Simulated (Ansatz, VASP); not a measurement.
**Two plane-wave programs on SiNi**

File INCAR:

```
SYSTEM = SiNi
  PREC = Accurate
  ENCUT = 520
  EDIFF = 1E-6
  ISMEAR = 0
  SIGMA = 0.15
  LREAL = .False.
  LASPH = .True.
  NELM = 80
  ALGO = Normal
  ISIF = 2
  LWAVE = .False.
  LCHARG = .False.
  GGA = PS
  NBANDS = 38
```

File KPOINTS:

```
regular mesh
0
Gamma
  10 10 10
  0 0 0
```

The input POSCAR:

```
SiNi
1.0
    4.1105388466      0.0000000000      0.0000000000
    0.0000000000      4.1105388466      0.0000000000
    0.0000000000      0.0000000000      4.2892579269
Si Ni
4 4
Direct
    0.8464645187      0.8464645187      0.8464645187
    0.6535354813      0.1535354813      0.3464645187
    0.3464645187      0.6535354813      0.1535354813
    0.1535354813      0.3464645187      0.6535354813
    0.1489904732      0.1489904732      0.1489904732
    0.3510095268      0.8510095268      0.6489904732
    0.6489904732      0.3510095268      0.8510095268
    0.8510095268      0.6489904732      0.3510095268
```

Input for Ansatz:

```yaml
crystal:
  lattice:
    - [4.1105388466, 0.0, 0.0]
    - [0.0, 4.1105388466, 0.0]
    - [0.0, 0.0, 4.2892579269]
  atoms:
    - { symbol: Si, position: [0.8464645187, 0.8464645187, 0.8464645187] }
    - { symbol: Si, position: [0.6535354813, 0.1535354813, 0.3464645187] }
    - { symbol: Si, position: [0.3464645187, 0.6535354813, 0.1535354813] }
    - { symbol: Si, position: [0.1535354813, 0.3464645187, 0.6535354813] }
    - { symbol: Ni, position: [0.1489904732, 0.1489904732, 0.1489904732] }
    - { symbol: Ni, position: [0.3510095268, 0.8510095268, 0.6489904732] }
    - { symbol: Ni, position: [0.6489904732, 0.3510095268, 0.8510095268] }
    - { symbol: Ni, position: [0.8510095268, 0.6489904732, 0.3510095268] }
basis:
  ecutwfc: 420
kpoints:
  mp_grid: { grid: [10, 10, 10] }
hamiltonian:
  xc: pbesol
scf:
  occupations: { method: gaussian, width: 0.15 }
output:
  forces: true
  stress: true
  eigenvalues: true
  write_density: true
  write_potential: true
  elf: true
  volumetric_format: npy
```

Change from the starting cell: strain -0.080 along x and y, -0.040 along z, atoms carried along.

Alike in both runs: task single point; functional PBEsol; k mesh 10 × 10 × 10; occupations gaussian, width 0.15 eV; no spin polarisation.

|  | VASP | Ansatz |
| --- | --- | --- |
| version | VASP 6.6.1 | Ansatz 0.2.0 |
| potentials or method | VASP PAW PBE potentials, release 64 (Si, Ni), cutoff 520 eV | scalar-relativistic, plane waves, PAW |
| valence electrons in the cell | 56 | 88 |

|  | VASP | Ansatz | Ansatz less VASP |
| --- | --- | --- | --- |
| gap on the k mesh at the Fermi level (eV) | none | none | - |
| pressure (GPa) | 68.4 | 68.0 | -0.34 |
| traceless stress, the component that is largest in VASP (GPa) | -8.26 | -8.17 | +0.092 |
| rms of the force components (eV/Å) | 0.182 | 0.180 | -0.0025 |

VASP's potentials were made for PBE, not for PBEsol. Atom by atom the forces differ by 0.004 eV/Å (rms over components). A gap of «none» marks a metal or a gap that the smearing closes. Both programs put the cell under a high pressure, so it lies far from rest at this level. VASP's potentials hold 56 valence electrons a cell and Ansatz's 88, so a difference there can come from the potentials and not from the codes.

Noted on VASP's run: the cell as given lies far from equilibrium.
